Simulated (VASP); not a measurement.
Runs of VASP 6.6.1 on Cu. The structure is that of space group Fm-3m (No. 225), or close to it. The cells are those of the table. 

```tsv
cell	further INCAR settings	gap on the mesh (eV)	pressure (GPa)
a = 2.579, b = 2.567 Å, angles 60.2, 59.7, 60.2°, 1 atom	ALGO = Fast; EDIFF = 1e-06; NBANDS = 12	none	-0.8
a = 2.547, b = 2.567 Å, angles 59.8, 60.5, 59.8°, 1 atom	ALGO = Fast; EDIFF = 1e-06; NBANDS = 12	none	(b)
a = 2.554, b = 2.567 Å, angles 59.8, 60.3, 59.8°, 1 atom	ALGO = Fast; EDIFF = 1e-06; NBANDS = 12	none	1.9
a = 2.592, b = 2.567 Å, angles 60.3, 59.3, 60.3°, 1 atom	ALGO = Fast; EDIFF = 1e-06; NBANDS = 12	none	-2.0
a = 2.586, b = 2.567 Å, angles 60.2, 59.5, 60.2°, 1 atom	ALGO = Fast; EDIFF = 1e-07; NBANDS = 12	none	(a)
```

Alike in all rows: task single point; level PBE; potentials or basis VASP PAW PBE potentials, release 64 (Cu); no spin polarisation; k mesh 28 × 28 × 28; cutoff (eV) 520; smearing gaussian 0.15 eV.

Fill in the values left out.

(a) -1.6; (b) 2.6.

A gap of «none» marks levels without a gap at the run's occupations.
